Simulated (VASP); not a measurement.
Wanted: the native input for a VASP 6.6.1 run.

```yaml
Task: single point
Functional: PBE
Potentials_or_basis: VASP PAW PBE potentials, release 64 (Sc_sv, Ru_pv, F)
Cutoff: 520 eV
k_mesh: 12 × 12 × 10
Occupations: gaussian, width 0.1 eV
Spin: no spin polarisation
Dipole_correction: no
Further_INCAR_settings: ALGO = Normal; EDIFF = 1e-06; NBANDS = 34
```

The structure of ScRu2F2 lies in POSCAR:

```
ScRu2F2
1.0
    4.6678387013      0.0000000000      0.0000000000
   -2.3339193507      4.0424668961      0.0000000000
    0.0000000000      0.0000000000      4.1548339892
Sc Ru F
1 2 2
Direct
    0.0000000000      0.0000000000      0.0000000000
    0.3333333333      0.6666666667      0.0000000000
    0.6666666667      0.3333333333      0.0000000000
    0.3333333333      0.6666666667      0.5000000000
    0.6666666667      0.3333333333      0.5000000000
```

The cell was built from a structure type or drawn by symmetry, and may not be a known phase.

One way to write it, as run:

INCAR

```
PREC     = Accurate       # precision mode
ENCUT    = 520            # plane-wave cutoff, eV
EDIFF    = 1E-6           # SCF threshold, eV
ISMEAR   = 0              # smearing method
SIGMA    = 0.1            # smearing width, eV
LREAL    = F              # projectors in reciprocal space
LASPH    = T              # aspherical terms in the spheres
NELM     = 100            # most SCF steps
ALGO     = Normal         # electronic algorithm
ISIF     = 2              # what is computed and relaxed
LWAVE    = F              # write WAVECAR
LCHARG   = T              # write CHGCAR
GGA      = PE             # functional
LELF     = T              # ELF
LVHAR    = T            
NBANDS   = 34             # bands
```

KPOINTS

```
Automatic mesh
0
Gamma
  12 12 10
```

Potentials or basis: VASP PAW PBE potentials, release 64 (Sc_sv, Ru_pv, F).

Command:

```console
$ cat potpaw_PBE.64/Sc_sv/POTCAR potpaw_PBE.64/Ru_pv/POTCAR potpaw_PBE.64/F/POTCAR > POTCAR
$ mpirun -np 1 vasp_std > vasp.out
```

Results of the run:

```yaml
Pressure: 0.1 GPa
Band_gap_on_the_k_mesh: zero (an odd number of electrons rules out a gap without spin polarisation)
```

Caveat: an odd number of electrons without spin polarisation forces a metal; a magnetic or distorted state may lie lower.

Wall time 120 s on 1 thread of Intel(R) Xeon(R) 6975P-C (Granite Rapids), with other jobs on the host, peak memory 0.39 GiB.
